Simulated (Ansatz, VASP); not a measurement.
# One calculation of Si7B, two programs

```
CELL_PARAMETERS angstrom
3.68672 -0.00002 0.00091
-0.00003 3.68739 0.00095
-0.00075 0.00110 10.75501
ATOMIC_POSITIONS crystal
Si 0.00020 0.99972 0.50002
Si 0.00005 0.49981 0.36605
Si 0.50011 0.00022 0.63393
Si 0.99986 0.50012 0.90650
Si 0.49989 0.00005 0.09352
Si 0.49989 0.50013 0.76482
Si 0.50009 0.49998 0.23516
B 0.99992 0.99997 0.99999
```

Change from the starting cell: cell x1, atoms moved at random (sigma 0.1 Å) and cell strained at random (1.5 %), then relaxed without symmetry.

Alike in both runs: functional PBE; k mesh 6 × 6 × 2; occupations gaussian, width 0.2 eV; no spin polarisation.

Ansatz relaxed the structure, and its values are those at the end. VASP's run is a single point on that final structure, the one shown.

|  | VASP | Ansatz |
| --- | --- | --- |
| version | VASP 6.6.1 | Ansatz 0.2.0 |
| potentials or method | VASP PAW PBE potentials, release 64 (Si, B), cutoff 520 eV | scalar-relativistic, plane waves, PAW |
| valence electrons in the cell | 31 | 31 |

Ansatz gave:

* gap on the k mesh at the Fermi level (eV): none
* pressure (GPa): 0.0
* rms of the force components (eV/Å): 0.004

Question: Which values does VASP return?

Answer: gap on the k mesh at the Fermi level (eV): none; pressure (GPa): -0.1; rms of the force components (eV/Å): 0.004.

A gap of «none» marks a metal or a gap that the smearing closes.
